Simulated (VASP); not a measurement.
Set up this calculation in VASP 6.6.1, as the native input.

| Item | Value |
| --- | --- |
| Task | single point |
| Functional | LDA |
| Potentials or basis | VASP PAW LDA potentials, release 64 (Sn_d, Se) |
| Cutoff | 520 eV |
| k mesh | 8 × 8 × 8 |
| Occupations | fermi-dirac, width 0.05 eV |
| Spin | no spin polarisation |
| Dipole correction | no |
| Further INCAR settings | ALGO = Normal; EDIFF = 1e-06; NBANDS = 17 |

The structure of SnSe lies in POSCAR:

```
SnSe
1.0
    0.0000000000      3.0496098055      3.0496098055
    3.0496098055      0.0000000000      3.0496098055
    3.0496098055      3.0496098055      0.0000000000
Sn Se
1 1
Direct
    0.0000000000      0.0000000000      0.0000000000
    0.5000000000      0.5000000000      0.5000000000
```

One way to write it, as run:

INCAR

```
PREC     = Accurate       # precision mode
ENCUT    = 520            # plane-wave cutoff, eV
EDIFF    = 1E-6           # SCF threshold, eV
ISMEAR   = -1             # smearing method
SIGMA    = 0.05           # smearing width, eV
LREAL    = False          # projectors in reciprocal space
LASPH    = True           # aspherical terms in the spheres
NELM     = 60             # most SCF steps
ALGO     = Normal         # electronic algorithm
ISIF     = 2              # what is computed and relaxed
LWAVE    = False          # write WAVECAR
LCHARG   = False          # write CHGCAR
GGA      = CA             # functional
NBANDS   = 17             # bands
```

KPOINTS

```
regular mesh
0
Gamma
  8 8 8
```

Potentials or basis: VASP PAW LDA potentials, release 64 (Sn_d, Se).

Command:

```console
$ cat potpaw_LDA.64/Sn_d/POTCAR potpaw_LDA.64/Se/POTCAR > POTCAR
$ mpirun -np 1 vasp_std > vasp.out
```

Results of the run:

The pressure is -4.9 GPa and the band gap on the k mesh is 0.47 eV, direct.

Caveat: spin-orbit coupling is left out, which moves the levels of the heavy elements.

Run time: 27 s on 1 thread of Intel Xeon 8259CL (shared host), peak memory 0.17 GiB.
